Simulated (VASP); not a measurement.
# NbAu (P6/mmm) in VASP: relaxation of cell and atoms with PBE

Aim: the relaxation of cell and atoms of NbAu with PBE.

Program: VASP 6.6.1. These are calculated values, not measurements. Logs are shortened: lines on timing, memory, paths and dates and some standing lists are left out, and cuts for length are marked.

## (1) The cell of the first run

It takes space group P6/mmm (No. 191, hexagonal). Conventional cell: a = 5.580 Å, b = 5.580 Å, c = 4.807 Å, α = 90.00°, β = 90.00°, γ = 120.00°. Nb (site symmetry mmm) has 4 Nb at 2.79 Å and 6 Au at 2.79 to 2.89 Å within 3.7 Å. Within 3.7 Å of Au (site symmetry 6/mmm) lie 6 Nb at 2.79 Å. Au (site symmetry -6m2) has 6 Nb at 2.89 Å and 3 Au at 3.22 Å within 3.8 Å.

## (2) Relaxation of cell and atoms, PBE

The input, INCAR:

```
SYSTEM = NbAu
  PREC = Accurate
  ENCUT = 600
  EDIFF = 1E-7
  ISMEAR = 0
  SIGMA = 0.1
  LREAL = .FALSE.
  LASPH = .TRUE.
  NELM = 80
  ALGO = Fast
  ISIF = 3
  LWAVE = .FALSE.
  LCHARG = .FALSE.
  GGA = PE
  IBRION = 2
  NSW = 100
  EDIFFG = -0.01
```

The input, KPOINTS:

```
regular mesh
0
G
  12 12 8
  0 0 0
```

The input, POSCAR:

```
NbAu
1.0
    5.5804632903      0.0000000000      0.0000000000
   -2.7902316452      4.8328229743      0.0000000000
    0.0000000000      0.0000000000      4.8065433472
Nb Au
3 3
Direct
    0.5000000000      0.0000000000      0.0000000000
    0.5000000000      0.5000000000      0.0000000000
    0.0000000000      0.5000000000      0.0000000000
    0.0000000000      0.0000000000      0.0000000000
    0.3333333333      0.6666666667      0.5000000000
    0.6666666667      0.3333333333      0.5000000000
```

Potentials or basis: VASP PAW PBE potentials, release 64 (Nb_sv, Au).

Run with:

```sh
$ cat potpaw_PBE.64/Nb_sv/POTCAR potpaw_PBE.64/Au/POTCAR > POTCAR
$ mpirun -np 1 vasp_std > vasp.out
```

OUTCAR:

```text
SYSTEM = NbAu
   PREC = Accurate
   ENCUT = 600
   EDIFF = 1E-7
   ISMEAR = 0
   LREAL = .FALSE.
   LASPH = .TRUE.
   NELM = 80
   ISIF = 3
   GGA = PE
   IBRION = 2
   NSW = 100
   EDIFFG = -0.01

 ion  position               nearest neighbor table
   1  0.500  0.000  0.000-   3 2.79   3 2.79   4 2.79   4 2.79   2 2.79   2 2.79   6 2.89   5 2.89
                             6 2.89   5 2.89
   2  0.500  0.500  0.000-   4 2.79   4 2.79   3 2.79   3 2.79   1 2.79   1 2.79   6 2.89   5 2.89
                             6 2.89   5 2.89
   3  0.000  0.500  0.000-   1 2.79   1 2.79   2 2.79   2 2.79   4 2.79   4 2.79   6 2.89   5 2.89
                             6 2.89   5 2.89
   4  0.000  0.000  0.000-   2 2.79   2 2.79   1 2.79   1 2.79   3 2.79   3 2.79
   5  0.333  0.667  0.500-   3 2.89   3 2.89   1 2.89   1 2.89   2 2.89   2 2.89   6 3.22   6 3.22
                             6 3.22
   6  0.667  0.333  0.500-   3 2.89   3 2.89   1 2.89   1 2.89   2 2.89   2 2.89   5 3.22   5 3.22
                             5 3.22

  LATTYP: Found a hexagonal cell.
 ALAT       =     5.5804632903
 C/A-ratio  =     0.8613161842

  Lattice vectors:

 A1 = (   5.5804632903,   0.0000000000,   0.0000000000)
 A2 = (  -2.7902316452,   4.8328229743,   0.0000000000)
 A3 = (   0.0000000000,   0.0000000000,   4.8065433472)

Analysis of symmetry for initial positions (statically):
=====================================================================
 Subroutine PRICEL returns:
 Original cell was already a primitive cell.

 Routine SETGRP: Setting up the symmetry group for a
 hexagonal supercell.

 Subroutine GETGRP returns: Found 24 space group operations
 (whereof 24 operations were pure point group operations)
 out of a pool of 24 trial point group operations.

The static configuration has the point symmetry D_6h.

Analysis of symmetry for dynamics (positions and initial velocities):
=====================================================================
 Subroutine PRICEL returns:
 Original cell was already a primitive cell.

 Routine SETGRP: Setting up the symmetry group for a
 hexagonal supercell.

 Subroutine GETGRP returns: Found 24 space group operations
 (whereof 24 operations were pure point group operations)
 out of a pool of 24 trial point group operations.

The dynamic configuration has the point symmetry D_6h.

 Subroutine INISYM returns: Found 24 space group operations
 (whereof 24 operations are pure point group operations),
 and found     1 'primitive' translations

----------------------------------------------------------------------------------------

                                     Primitive cell

  volume of cell :     129.6295

  direct lattice vectors                    reciprocal lattice vectors
     5.580463290  0.000000000  0.000000000     0.179196591  0.103459200  0.000000000
    -2.790231645  4.832822974  0.000000000     0.000000000  0.206918401  0.000000000
     0.000000000  0.000000000  4.806543347     0.000000000  0.000000000  0.208049721

  length of vectors
     5.580463290  5.580463290  4.806543347     0.206918401  0.206918401  0.208049721

  position of ions in fractional coordinates (direct lattice)
     0.500000000  0.000000000  0.000000000
     0.500000000  0.500000000  0.000000000
     0.000000000  0.500000000  0.000000000
     0.000000000  0.000000000  0.000000000
     0.333333333  0.666666667  0.500000000
     0.666666667  0.333333333  0.500000000

  ion indices of the primitive-cell ions
   primitive index   ion index
                 1           1
                 2           2
                 3           3
                 4           4
                 5           5
                 6           6

----------------------------------------------------------------------------------------

 KPOINTS: regular mesh

Automatic generation of k-mesh.
 Grid dimensions read from file:
 generate k-points for:   12   12    8

 Generating k-lattice:

  Cartesian coordinates                     Fractional coordinates (reciprocal lattice)
     0.014933049  0.008621600  0.000000000     0.083333333  0.000000000  0.000000000
     0.000000000  0.017243200  0.000000000     0.000000000  0.083333333  0.000000000
     0.000000000  0.000000000  0.026006215     0.000000000  0.000000000  0.125000000

  Length of vectors
     0.017243200  0.017243200  0.026006215

  Shift w.r.t. Gamma in fractional coordinates (k-lattice)
     0.000000000  0.000000000  0.000000000

 Subroutine IBZKPT returns following result:
 ===========================================

 Found     95 irreducible k-points:

 Following reciprocal coordinates:
            Coordinates               Weight
  0.000000  0.000000  0.000000      1.000000
  0.083333  0.000000  0.000000      6.000000
  0.166667  0.000000  0.000000      6.000000
  0.250000  0.000000  0.000000      6.000000
  0.333333  0.000000  0.000000      6.000000
  0.416667 -0.000000  0.000000      6.000000
[... 16 lines left out ...]
  0.250000  0.000000  0.125000     12.000000
  0.333333  0.000000  0.125000     12.000000
 [... further k-points ...]
   k-points           NKPTS =     95   k-points in BZ     NKDIM =     95   number of bands    NBANDS=     43
   number of dos      NEDOS =    301   number of ions     NIONS =      6
   total plane-waves  NPLWV =  92160
   dimension x,y,z NGX =    48 NGY =   48 NGZ =   40
   dimension x,y,z NGXF=    96 NGYF=   96 NGZF=   80
   ions per type =               3   3
   NGX,Y,Z   is equivalent  to a cutoff of  14.30, 14.30, 13.83 a.u.
   NGXF,Y,Z  is equivalent  to a cutoff of  28.60, 28.60, 27.67 a.u.
 SYSTEM =  NbAu
   PREC   = accura    normal or accurate (medium, high low for compatibility)
   ISTART =      0    job   : 0-new  1-cont  2-samecut
   ICHARG =      2    charge: 1-file 2-atom 10-const
   ISPIN  =      1    spin polarized calculation?
   LNONCOLLINEAR =      F non collinear calculations
   LSORBIT =      F    spin-orbit coupling
   LASPH  =      T    aspherical Exc in radial PAW
   ENCUT  =  600.0 eV  44.10 Ry    6.64 a.u.  11.15 11.15  9.60*2*pi/ulx,y,z
   NELM   =     80;   NELMIN=  2; NELMDL= -5     # of ELM steps
   EDIFF  = 0.1E-06   stopping-criterion for ELM
   LREAL  =      F    real-space projection
   EDIFFG = -.1E-01   stopping-criterion for IOM
   NSW    =    100    number of steps for IOM
   IBRION =      2    ionic relax: 0-MD 1-quasi-New 2-CG
   NFREE  =      1    steps in history (QN), initial steepest desc. (CG)
   ISIF   =      3    stress and relaxation
   ISYM   =      2    0-nonsym 1-usesym 2-fastsym
   POTIM  = 0.5000    time-step for ionic-motion
   TEBEG  =    0.0;   TEEND  =   0.0 temperature during run
   PSTRESS=    0.0 pullay stress
   NELECT =      72.0000    total number of electrons
   NUPDOWN=      -1.0000    fix difference up-down
   EMIN   =  10.00;   EMAX   =-10.00  energy-range for DOS
   EFERMI =   0.00;   METHOD = LEGACY
   ISMEAR =     0;   SIGMA  =   0.10  broadening in eV -4-tet -1-fermi 0-gaus
   EFERMI_NEDOS =   21; number of points for ismear=-14 and -15
   IALGO  =     68    algorithm
   IMIX   =      4    mixing-type and parameters
     AMIX     =   0.40;   BMIX     =  1.00
     AMIX_MAG =   1.60;   BMIX_MAG =  1.00
  volume/ion in A,a.u.               =      21.60       145.80
  Fermi-wavevector in a.u.,A,eV,Ry     =   1.345708  2.543020 24.639217  1.810931
  Thomas-Fermi vector in A             =   2.473600
   LORBIT       =      0    0 simple, 1 ext, 2 COOP (PROOUT), +10 PAW based schemes
   GGA     = PE    functional components
   LHFCALC =     F    Hartree Fock is set to
   AEXX    =    0.0000 exact exchange contribution
   IVDW    =     0    specifies the selected vdW correction
   LEPSILON=     F    determine dielectric tensor
   LRPA    =     F    only Hartree local field effects (RPA)
 conjugate gradient relaxation of ions
 non-spin polarized calculation
 RMM-DIIS sequential band-by-band and
 Gauss-broadening in eV      SIGMA  =   0.10
  energy-cutoff  :      600.00
  volume of cell :      129.63
 maximum number of plane-waves:      4363
 NGX is ok and might be reduce to    48
   NGX = 23   NGY = 23   NGZ = 19

--------------------------------------- Ionic step        1  -------------------------------------------

 number of electron      72.0000005 magnetization

 Free energy of the ion-electron system (eV)
  ---------------------------------------------------
  ext. energy  EPLUGINS =         0.00000000
  ---------------------------------------------------
  free energy    TOTEN  =       -38.48760982 eV

  energy without entropy =      -38.46027097  energy(sigma->0) =      -38.47394040

------------------------ aborting loop because EDIFF is reached ----------------------------------------

  FORCE on cell =-STRESS in cart. coord.  units (eV):
  Direction    XX          YY          ZZ          XY          YZ          ZX
  --------------------------------------------------------------------------------------
  -------------------------------------------------------------------------------------
  Total       -0.1635551     -0.1635551     -0.3363922      0.0000000      0.0000000     -0.0000000
  in kB       -2.0214858     -2.0214858     -4.1576938      0.0000000      0.0000000     -0.0000000
  external PRESSURE =      -2.7335551 kB  Pullay stress =       0.0000000 kB

 VOLUME and BASIS-vectors are now :
 -----------------------------------------------------------------------------
  energy-cutoff  :      600.00
  volume of cell :      129.63
      direct lattice vectors                 reciprocal lattice vectors
     5.580463290  0.000000000  0.000000000     0.179196591  0.103459200  0.000000000
    -2.790231645  4.832822974  0.000000000     0.000000000  0.206918401  0.000000000
     0.000000000  0.000000000  4.806543347     0.000000000  0.000000000  0.208049721
[... 121 lines left out ...]
 POSITION                                       TOTAL-FORCE (eV/Angst)
 -----------------------------------------------------------------------------------
      2.78855      0.00000     -0.00000        -0.000000      0.000000      0.000000
      1.39428      2.41496      0.00000        -0.000000      0.000000      0.000000
     -1.39428      2.41496      0.00000        -0.000000     -0.000000      0.000000
      0.00000      0.00000      0.00000        -0.000000     -0.000000      0.000000
     -0.00000      3.21994      2.40029        -0.000000      0.000000      0.000000
      2.78855      1.60997      2.40029         0.000000     -0.000000     -0.000000
 -----------------------------------------------------------------------------------
    total drift:                               -0.000000      0.000000      0.000000

  FREE ENERGIE OF THE ION-ELECTRON SYSTEM (eV)
  ---------------------------------------------------
  free  energy   TOTEN  =       -38.4879273542 eV

  energy  without entropy=      -38.4605450027  energy(sigma->0) =      -38.47423618

--------------------------------------- Ionic step        5  -------------------------------------------

 number of electron      72.0000005 magnetization

 Free energy of the ion-electron system (eV)
  ---------------------------------------------------
  ext. energy  EPLUGINS =         0.00000000
  ---------------------------------------------------
  free energy    TOTEN  =       -38.48797117 eV

  energy without entropy =      -38.46035807  energy(sigma->0) =      -38.47416462

 E-fermi :   7.7143     XC(G=0): -11.1871

 val. band max:        7.7124078106   @ k =   0.3333   0.2500   0.0000
 cond. band min:       7.7145201099   @ k =   0.0833   0.0833   0.2500
 fundamental gap:      0.0021122993
 Fermi energy:         7.7143379477

 k-point     1 :       0.0000    0.0000    0.0000
  band No.  band energies     occupation
      1     -47.3397      2.00000
      2     -47.1351      2.00000
      3     -47.1351      2.00000
      4     -24.0494      2.00000
      5     -23.6358      2.00000
      6     -23.6358      2.00000
[... 1093 lines left out ...]
     42       9.5725      0.00000
     43      10.8128      0.00000

 [... further k-points ...]
[... 5 lines left out ...]
  --------------------------------------------------------------------------------------
  -------------------------------------------------------------------------------------
  Total        0.0033312      0.0033312     -0.0144044     -0.0000000     -0.0000000      0.0000000
  in kB        0.0412674      0.0412674     -0.1784448     -0.0000000     -0.0000000      0.0000000
  external PRESSURE =      -0.0319700 kB  Pullay stress =       0.0000000 kB

 VOLUME and BASIS-vectors are now :
 -----------------------------------------------------------------------------
  energy-cutoff  :      600.00
  volume of cell :      129.33
      direct lattice vectors                 reciprocal lattice vectors
     5.579098116  0.000000000 -0.000000000     0.179240440  0.103484516  0.000000000
    -2.789549058  4.831640698  0.000000000    -0.000000000  0.206969032  0.000000000
    -0.000000000 -0.000000000  4.797806584     0.000000000 -0.000000000  0.208428577

 POSITION                                       TOTAL-FORCE (eV/Angst)
 -----------------------------------------------------------------------------------
      2.78955      0.00000      4.79781        -0.000000     -0.000000      0.000000
      1.39477      2.41582      4.79781        -0.000000     -0.000000      0.000000
     -1.39477      2.41582      4.79781        -0.000000      0.000000      0.000000
     -2.78955      4.83164      4.79781        -0.000000      0.000000      0.000000
     -0.00000      3.22109      2.39890         0.000000     -0.000000      0.000000
      2.78955      1.61055      2.39890        -0.000000      0.000000     -0.000000
 -----------------------------------------------------------------------------------
    total drift:                                0.000000      0.000000      0.000000

  FREE ENERGIE OF THE ION-ELECTRON SYSTEM (eV)
  ---------------------------------------------------
  free  energy   TOTEN  =       -38.4879711666 eV

  energy  without entropy=      -38.4603580709  energy(sigma->0) =      -38.47416462

 reached required accuracy - stopping structural energy minimisation
```

It took 1.8 h on 1 thread of Oxide Virtual Turin-like, shared host; peak memory 0.64 GiB.

Results:

- Free energy: -38.4880 eV
- Relaxed volume: 21.56 Å³/atom
- Relaxed cell: a = 5.579 Å, b = 5.579 Å, c = 4.798 Å, α = 90.00°, β = 90.00°, γ = 120.00°
- Space group after relaxing (to 0.1 Å): P6/mmm (No. 191)
- Energy gained by relaxing: 0.1 meV/atom
- Ionic steps: 5
- Pressure after relaxing: 0.0 GPa
- Band gap on the k mesh: zero (bands 36 and 37 overlap by 1.19 eV)

The path:
| step | energy change (eV) | largest force (eV/Å) | pressure (GPa) | volume (Å³) |
| --- | --- | --- | --- | --- |
| 1 | 0.0000 | 0.0000 | -0.27 | 129.63 |
| 2 | 0.0001 | 0.0000 | 0.37 | 128.94 |
| 3 | -0.0003 | 0.0000 | 0.04 | 129.30 |
| 4 | -0.0003 | 0.0000 | 0.02 | 129.31 |
| 5 | -0.0004 | 0.0000 | 0.00 | 129.33 |

Final structure:
```yaml
crystal:
  lattice:
    - [5.57910, 0.00000, 0.00000]
    - [-2.78955, 4.83164, 0.00000]
    - [0.00000, 0.00000, 4.79781]
  atoms:
    - { symbol: Nb, position: [0.50000, 0.00000, 0.00000] }
    - { symbol: Nb, position: [0.50000, 0.50000, 0.00000] }
    - { symbol: Nb, position: [0.00000, 0.50000, 0.00000] }
    - { symbol: Au, position: [0.00000, 0.00000, 0.00000] }
    - { symbol: Au, position: [0.33333, 0.66667, 0.50000] }
    - { symbol: Au, position: [0.66667, 0.33333, 0.50000] }
```

Caveat: spin-orbit coupling is left out, which moves the levels of the heavy elements.
